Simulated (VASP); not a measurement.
# HfNb2CN2 (P-4m2) in VASP: relaxation of cell and atoms with PBE

Aim: the relaxation of cell and atoms of HfNb2CN2 with PBE.

Program: VASP 6.6.1. These are calculated values, not measurements. Logs are shortened: lines on timing, memory, paths and dates and some standing lists are left out, and cuts for length are marked.

## Step 1: The cell of the first run

The structure is tetragonal, space group P-4m2 (No. 115). Conventional cell: a = 3.090 Å, b = 3.090 Å, c = 8.200 Å, α = 90.00°, β = 90.00°, γ = 90.00°. Hf (site symmetry -4m2) has 4 C at 2.18 Å within 2.9 Å. Within 3.1 Å of Nb (site symmetry 2mm) lie 5 N at 2.19 to 2.21 Å and 8 Nb at 2.99 to 3.09 Å. C (site symmetry -4m2) has 4 Hf at 2.18 Å within 2.9 Å. Within 2.9 Å of N (site symmetry 2mm) lie 5 Nb at 2.19 to 2.21 Å.

The cell was generated, and may not be a known phase.

## Step 2: Relaxation of cell and atoms, PBE

INCAR

```
ALGO     = Normal         # electronic algorithm
EDIFF    = 1E-6           # SCF threshold, eV
EDIFFG   = -0.01          # ionic threshold
ENCUT    = 600            # plane-wave cutoff, eV
GGA      = PE             # functional
IBRION   = 2              # ionic algorithm
ISIF     = 3              # what is computed and relaxed
ISMEAR   = 0              # smearing method
LASPH    = True           # aspherical terms in the spheres
LCHARG   = False          # write CHGCAR
LREAL    = False          # projectors in reciprocal space
LWAVE    = False          # write WAVECAR
NELM     = 100            # most SCF steps
NSW      = 100            # ionic steps
PREC     = Accurate       # precision mode
SIGMA    = 0.1            # smearing width, eV
```

KPOINTS

```
k-points
0
Gamma
  12 12 6
```

POSCAR

```
HfNb2CN2
1.0
    3.0898525242      0.0000000000      0.0000000000
    0.0000000000      3.0898525242      0.0000000000
    0.0000000000      0.0000000000      8.1995229039
Hf Nb C N
1 2 1 2
Direct
    0.5000000000      0.5000000000      0.0000000000
    0.5000000000      0.0000000000      0.6245641839
    0.0000000000      0.5000000000      0.3754358161
    0.0000000000      0.0000000000      0.0000000000
    0.5000000000      0.0000000000      0.3551788346
    0.0000000000      0.5000000000      0.6448211654
```

Potentials or basis: VASP PAW PBE potentials, release 64 (Hf_pv, Nb_sv, C, N).

Launch:

```sh
> cat potpaw_PBE.64/Hf_pv/POTCAR potpaw_PBE.64/Nb_sv/POTCAR potpaw_PBE.64/C/POTCAR potpaw_PBE.64/N/POTCAR > POTCAR
> mpirun -np 1 vasp_std > vasp.out
```

OUTCAR:

```text
EDIFF = 1E-6
   EDIFFG = -0.01
   ENCUT = 600
   GGA = PE
   IBRION = 2
   ISIF = 3
   ISMEAR = 0
   LASPH = True
   LREAL = False
   NELM = 100
   NSW = 100
   PREC = Accurate

 ion  position               nearest neighbor table
   1  0.500  0.500  0.000-   4 2.18   4 2.18   4 2.18   4 2.18   3 3.44   3 3.44   2 3.44   2 3.44

   2  0.500  0.000  0.625-   6 2.19   6 2.19   6 2.19   6 2.19   5 2.21   3 2.99   3 2.99   3 2.99
                             3 2.99   1 3.44   1 3.44
   3  0.000  0.500  0.375-   5 2.19   5 2.19   5 2.19   5 2.19   6 2.21   2 2.99   2 2.99   2 2.99
                             2 2.99   1 3.44   1 3.44
   4  0.000  0.000  0.000-   1 2.18   1 2.18   1 2.18   1 2.18
   5  0.500  0.000  0.355-   3 2.19   3 2.19   3 2.19   3 2.19   2 2.21
   6  0.000  0.500  0.645-   2 2.19   2 2.19   2 2.19   2 2.19   3 2.21

  LATTYP: Found a simple tetragonal cell.
 ALAT       =     3.0898525242
 C/A-ratio  =     2.6536939351

  Lattice vectors:

 A1 = (   3.0898525242,   0.0000000000,   0.0000000000)
 A2 = (   0.0000000000,   3.0898525242,   0.0000000000)
 A3 = (   0.0000000000,   0.0000000000,   8.1995229039)

Analysis of symmetry for initial positions (statically):
=====================================================================
 Subroutine PRICEL returns:
 Original cell was already a primitive cell.

 Routine SETGRP: Setting up the symmetry group for a
 simple tetragonal supercell.

 Subroutine GETGRP returns: Found  8 space group operations
 (whereof  8 operations were pure point group operations)
 out of a pool of 16 trial point group operations.

The static configuration has the point symmetry D_2d.

Analysis of symmetry for dynamics (positions and initial velocities):
=====================================================================
 Subroutine PRICEL returns:
 Original cell was already a primitive cell.

 Routine SETGRP: Setting up the symmetry group for a
 simple tetragonal supercell.

 Subroutine GETGRP returns: Found  8 space group operations
 (whereof  8 operations were pure point group operations)
 out of a pool of 16 trial point group operations.

The dynamic configuration has the point symmetry D_2d.

 Subroutine INISYM returns: Found  8 space group operations
 (whereof  8 operations are pure point group operations),
 and found     1 'primitive' translations

----------------------------------------------------------------------------------------

                                     Primitive cell

  volume of cell :      78.2824

  direct lattice vectors                    reciprocal lattice vectors
     3.089852524  0.000000000  0.000000000     0.323640042  0.000000000  0.000000000
     0.000000000  3.089852524  0.000000000     0.000000000  0.323640042  0.000000000
     0.000000000  0.000000000  8.199522904     0.000000000  0.000000000  0.121958315

  length of vectors
     3.089852524  3.089852524  8.199522904     0.323640042  0.323640042  0.121958315

  position of ions in fractional coordinates (direct lattice)
     0.500000000  0.500000000  0.000000000
     0.500000000  0.000000000  0.624564184
     0.000000000  0.500000000  0.375435816
     0.000000000  0.000000000  0.000000000
     0.500000000  0.000000000  0.355178835
     0.000000000  0.500000000  0.644821165

  ion indices of the primitive-cell ions
   primitive index   ion index
                 1           1
                 2           2
                 3           3
                 4           4
                 5           5
                 6           6

----------------------------------------------------------------------------------------

 KPOINTS: k-points

Automatic generation of k-mesh.
 Grid dimensions read from file:
 generate k-points for:   12   12    6

 Generating k-lattice:

  Cartesian coordinates                     Fractional coordinates (reciprocal lattice)
     0.026970003  0.000000000  0.000000000     0.083333333  0.000000000  0.000000000
     0.000000000  0.026970003  0.000000000     0.000000000  0.083333333  0.000000000
     0.000000000  0.000000000  0.020326386     0.000000000  0.000000000  0.166666667

  Length of vectors
     0.026970003  0.026970003  0.020326386

  Shift w.r.t. Gamma in fractional coordinates (k-lattice)
     0.000000000  0.000000000  0.000000000

 Subroutine IBZKPT returns following result:
 ===========================================

 Found    112 irreducible k-points:

 Following reciprocal coordinates:
            Coordinates               Weight
  0.000000  0.000000  0.000000      1.000000
  0.083333  0.000000  0.000000      4.000000
  0.166667  0.000000  0.000000      4.000000
  0.250000  0.000000  0.000000      4.000000
  0.333333  0.000000  0.000000      4.000000
  0.416667  0.000000  0.000000      4.000000
[... 16 lines left out ...]
  0.333333  0.333333  0.000000      4.000000
  0.416667  0.333333  0.000000      8.000000
 [... further k-points ...]
   k-points           NKPTS =    112   k-points in BZ     NKDIM =    112   number of bands    NBANDS=     30
   number of dos      NEDOS =    301   number of ions     NIONS =      6
   total plane-waves  NPLWV =  54880
   dimension x,y,z NGX =    28 NGY =   28 NGZ =   70
   dimension x,y,z NGXF=    56 NGYF=   56 NGZF=  140
   ions per type =               1   2   1   2
   NGX,Y,Z   is equivalent  to a cutoff of  15.07, 15.07, 14.19 a.u.
   NGXF,Y,Z  is equivalent  to a cutoff of  30.13, 30.13, 28.39 a.u.
 SYSTEM =  unknown system
   PREC   = accura    normal or accurate (medium, high low for compatibility)
   ISTART =      0    job   : 0-new  1-cont  2-samecut
   ICHARG =      2    charge: 1-file 2-atom 10-const
   ISPIN  =      1    spin polarized calculation?
   LNONCOLLINEAR =      F non collinear calculations
   LSORBIT =      F    spin-orbit coupling
   LASPH  =      T    aspherical Exc in radial PAW
   ENCUT  =  600.0 eV  44.10 Ry    6.64 a.u.   6.17  6.17 16.38*2*pi/ulx,y,z
   NELM   =    100;   NELMIN=  2; NELMDL= -5     # of ELM steps
   EDIFF  = 0.1E-05   stopping-criterion for ELM
   LREAL  =      F    real-space projection
   EDIFFG = -.1E-01   stopping-criterion for IOM
   NSW    =    100    number of steps for IOM
   IBRION =      2    ionic relax: 0-MD 1-quasi-New 2-CG
   NFREE  =      1    steps in history (QN), initial steepest desc. (CG)
   ISIF   =      3    stress and relaxation
   ISYM   =      2    0-nonsym 1-usesym 2-fastsym
   POTIM  = 0.5000    time-step for ionic-motion
   TEBEG  =    0.0;   TEEND  =   0.0 temperature during run
   PSTRESS=    0.0 pullay stress
   NELECT =      50.0000    total number of electrons
   NUPDOWN=      -1.0000    fix difference up-down
   EMIN   =  10.00;   EMAX   =-10.00  energy-range for DOS
   EFERMI =   0.00;   METHOD = LEGACY
   ISMEAR =     0;   SIGMA  =   0.10  broadening in eV -4-tet -1-fermi 0-gaus
   EFERMI_NEDOS =   21; number of points for ismear=-14 and -15
   IALGO  =     38    algorithm
   IMIX   =      4    mixing-type and parameters
     AMIX     =   0.40;   BMIX     =  1.00
     AMIX_MAG =   1.60;   BMIX_MAG =  1.00
  volume/ion in A,a.u.               =      13.05        88.05
  Fermi-wavevector in a.u.,A,eV,Ry     =   1.409863  2.664254 27.044473  1.987713
  Thomas-Fermi vector in A             =   2.531875
   LORBIT       =      0    0 simple, 1 ext, 2 COOP (PROOUT), +10 PAW based schemes
   GGA     = PE    functional components
   LHFCALC =     F    Hartree Fock is set to
   AEXX    =    0.0000 exact exchange contribution
   IVDW    =     0    specifies the selected vdW correction
   LEPSILON=     F    determine dielectric tensor
   LRPA    =     F    only Hartree local field effects (RPA)
 conjugate gradient relaxation of ions
 non-spin polarized calculation
 Gauss-broadening in eV      SIGMA  =   0.10
  energy-cutoff  :      600.00
  volume of cell :       78.28
 maximum number of plane-waves:      2640
 NGX is ok and might be reduce to    28
   NGX = 13   NGY = 13   NGZ = 33

--------------------------------------- Ionic step        1  -------------------------------------------

 number of electron      50.0000000 magnetization

 Free energy of the ion-electron system (eV)
  ---------------------------------------------------
  ext. energy  EPLUGINS =         0.00000000
  ---------------------------------------------------
  free energy    TOTEN  =       -59.26318709 eV

  energy without entropy =      -59.24633789  energy(sigma->0) =      -59.25476249

------------------------ aborting loop because EDIFF is reached ----------------------------------------

  FORCE on cell =-STRESS in cart. coord.  units (eV):
  Direction    XX          YY          ZZ          XY          YZ          ZX
  --------------------------------------------------------------------------------------
  -------------------------------------------------------------------------------------
  Total       -0.0790219     -0.0790219     -0.8090518      0.0000000     -0.0000000      0.0000000
  in kB       -1.6173135     -1.6173135    -16.5585700      0.0000000     -0.0000000      0.0000000
  external PRESSURE =      -6.5977324 kB  Pullay stress =       0.0000000 kB
[... 101 lines left out ...]
  FREE ENERGIE OF THE ION-ELECTRON SYSTEM (eV)
  ---------------------------------------------------
  free  energy   TOTEN  =       -59.2669663489 eV

  energy  without entropy=      -59.2502815701  energy(sigma->0) =      -59.25862396

[... ionic steps 4 to 9 ...]

--------------------------------------- Ionic step       10  -------------------------------------------

 number of electron      50.0000002 magnetization

------------------------ aborting loop because EDIFF is reached ----------------------------------------

  FORCE on cell =-STRESS in cart. coord.  units (eV):
  Direction    XX          YY          ZZ          XY          YZ          ZX
  --------------------------------------------------------------------------------------
  -------------------------------------------------------------------------------------
  Total        0.0794014      0.0794014      0.0312263      0.0000000      0.0000000      0.0000000
  in kB        1.6458600      1.6458600      0.6472690      0.0000000      0.0000000      0.0000000
  external PRESSURE =       1.3129963 kB  Pullay stress =       0.0000000 kB
[... 65 lines left out ...]
  energy  without entropy=      -59.2517498170  energy(sigma->0) =      -59.26050191

--------------------------------------- Ionic step       12  -------------------------------------------

 number of electron      50.0000002 magnetization

 Free energy of the ion-electron system (eV)
  ---------------------------------------------------
  ext. energy  EPLUGINS =         0.00000000
  ---------------------------------------------------
  free energy    TOTEN  =       -59.26942751 eV

  energy without entropy =      -59.25200497  energy(sigma->0) =      -59.26071624

 E-fermi :   8.9021     XC(G=0): -12.1190

 val. band max:        8.8935358648   @ k =   0.0833   0.0833   0.3333
 cond. band min:       8.9105967585   @ k =   0.3333   0.0000   0.1667
 fundamental gap:      0.0170608938
 Fermi energy:         8.9020896194

 k-point     1 :       0.0000    0.0000    0.0000
  band No.  band energies     occupation
      1     -47.1204      2.00000
      2     -46.9847      2.00000
      3     -23.3802      2.00000
      4     -23.0889      2.00000
      5     -23.0889      2.00000
      6     -22.8555      2.00000
[... 781 lines left out ...]
     29      11.1051      0.00000
     30      11.5178      0.00000

 [... further k-points ...]

------------------------ aborting loop because EDIFF is reached ----------------------------------------

  FORCE on cell =-STRESS in cart. coord.  units (eV):
  Direction    XX          YY          ZZ          XY          YZ          ZX
  --------------------------------------------------------------------------------------
  -------------------------------------------------------------------------------------
  Total       -0.0064930     -0.0064930      0.0235809      0.0000000      0.0000000      0.0000000
  in kB       -0.1345374     -0.1345374      0.4886009      0.0000000      0.0000000      0.0000000
  external PRESSURE =       0.0731754 kB  Pullay stress =       0.0000000 kB
[... 21 lines left out ...]
  FREE ENERGIE OF THE ION-ELECTRON SYSTEM (eV)
  ---------------------------------------------------
  free  energy   TOTEN  =       -59.2694275145 eV

  energy  without entropy=      -59.2520049670  energy(sigma->0) =      -59.26071624

 reached required accuracy - stopping structural energy minimisation
```

It took 39 min on 1 thread of Intel Xeon Platinum 8259CL at 2.50GHz (Skylake/Cascade Lake), shared host; peak memory 0.49 GiB.

What came out:

| Property | Result |
| --- | --- |
| Free energy | -59.2694 eV |
| Relaxed volume | 12.89 Å³/atom |
| Relaxed cell | a = 3.092 Å, b = 3.092 Å, c = 8.086 Å, α = 90.00°, β = 90.00°, γ = 90.00° |
| Space group after relaxing (to 0.1 Å) | P-4m2 (No. 115) |
| Energy gained by relaxing | 1.0 meV/atom |
| Ionic steps | 12 |
| Pressure after relaxing | 0.0 GPa |
| Largest force after relaxing | 0.005 eV/Å |
| Band gap on the k mesh | zero (bands 25 and 26 overlap by 1.88 eV) |

Forces on the atoms (eV/Å):
```
Hf   0.000  0.000  0.000
Nb   0.000  0.000 -0.003
Nb   0.000  0.000  0.003
C    0.000  0.000  0.000
N    0.000  0.000 -0.005
N    0.000  0.000  0.005
```

The path:
```tsv
step	energy change (eV)	largest force (eV/Å)	pressure (GPa)	volume (Å³)
1	0.0000	0.1273	-0.66	78.28
2	-0.0038	0.1399	0.60	77.67
3	-0.0038	0.1431	0.62	77.66
4	-0.0050	0.0554	-0.51	77.76
5	-0.0053	0.0815	-0.19	77.73
6	-0.0058	0.0386	-0.08	77.62
7	-0.0058	0.0373	-0.05	77.60
8	-0.0060	0.0315	0.00	77.53
9	-0.0062	0.0147	0.12	77.33
10	-0.0062	0.0115	0.13	77.29
11	-0.0061	0.0126	-0.37	77.41
12	-0.0062	0.0052	0.01	77.32
```

Final structure:
```xyz
6
Lattice="3.0923 0.0000 0.0000 0.0000 3.0923 0.0000 0.0000 0.0000 8.0865" Properties=species:S:1:pos:R:3 pbc="T T T"
Hf    1.5461    1.5461    0.0000
Nb    1.5461    0.0000    5.0662
Nb    0.0000    1.5461    3.0203
C     0.0000    0.0000    0.0000
N     1.5461    0.0000    2.8713
N     0.0000    1.5461    5.2152
```

Caveat: spin-orbit coupling is left out, which moves the levels of the heavy elements.
